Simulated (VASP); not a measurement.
Runs of VASP 6.6.1 on Al2O. The structure is that of space group P4_2/mmc (No. 131), or close to it. The cells are those of the table. 

| task | spin | cell | k mesh | cutoff (eV) | gap on the mesh (eV) | pressure (GPa) | relaxed volume (Å³/atom) |
| --- | --- | --- | --- | --- | --- | --- | --- |
| relaxation of cell and atoms | off | relaxed from a = 3.412, b = 3.412, c = 9.326 Å, 6 atoms | 12 × 12 × 4 | 600 | none | -0.1 | 17.98 |
| relaxation of cell and atoms | off | relaxed from a = 4.602, b = 4.602, c = 4.096 Å, 6 atoms | 4 × 4 × 4 | 600 | none | 0.1 | 15.55 |
| single point | off | a = 3.412, b = 3.412, c = 9.326 Å, 6 atoms | 4 × 4 × 4 | 520 | none | 0.1 | - |
| single point | off | a = 3.422, b = 3.422, c = 9.227 Å, 6 atoms | 12 × 12 × 4 | 520 | none | (a) | - |
| single point | collinear, ferromagnetic start | a = 3.412, b = 3.412, c = 9.326 Å, 6 atoms | 6 × 6 × 2 | 520 | none | 0.2 | - |

Alike in all rows: level PBE; potentials or basis VASP PAW PBE potentials, release 64 (Al, O); smearing gaussian 0.1 eV.

Q: Fill in the values left out.

A: (a) 0.0.

Caveats: some runs use coarse meshes.

A gap of «none» marks levels without a gap at the run's occupations.
